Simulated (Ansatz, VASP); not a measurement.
## Sn3GeSe: VASP beside Ansatz

```
Sn Ge Se
1.0
     4.97541    0.00000    0.00000
     0.00000    4.97541    0.00000
     0.00000    0.00000    5.54546
Sn Ge Se
3 1 1
Cartesian
  0.0000 0.0000 5.1745
  2.4877 0.0000 4.0940
  0.0000 2.4877 4.0940
  2.4877 2.4877 1.8765
  2.4877 2.4877 5.3108
```

Alike in both runs: task relaxation of cell and atoms; functional PBE; k mesh 4 × 4 × 4; occupations gaussian, width 0.1 eV; no spin polarisation.

|  | VASP | Ansatz |
| --- | --- | --- |
| version | VASP 6.6.1 | Ansatz 0.2.0 |
| potentials or method | VASP PAW PBE potentials, release 64 (Sn_d, Ge_d, Se), cutoff 600 eV | scalar-relativistic, plane waves, PAW |
| valence electrons in the cell | 62 | 72 |

|  | VASP | Ansatz | Ansatz less VASP |
| --- | --- | --- | --- |
| gap on the k mesh at the Fermi level, each at its own relaxed structure (eV) | none | none | - |
| relaxed volume (Å³/atom) | 29.36 | 29.42 | +0.057 |
| relaxed length of the cell vector where the two differ most in proportion (Å) | 5.636 | 5.658 | +0.0220 |

A gap of «none» marks a metal or a gap that the smearing closes. VASP's potentials hold 62 valence electrons a cell and Ansatz's 72, so a difference there can come from the potentials and not from the codes.
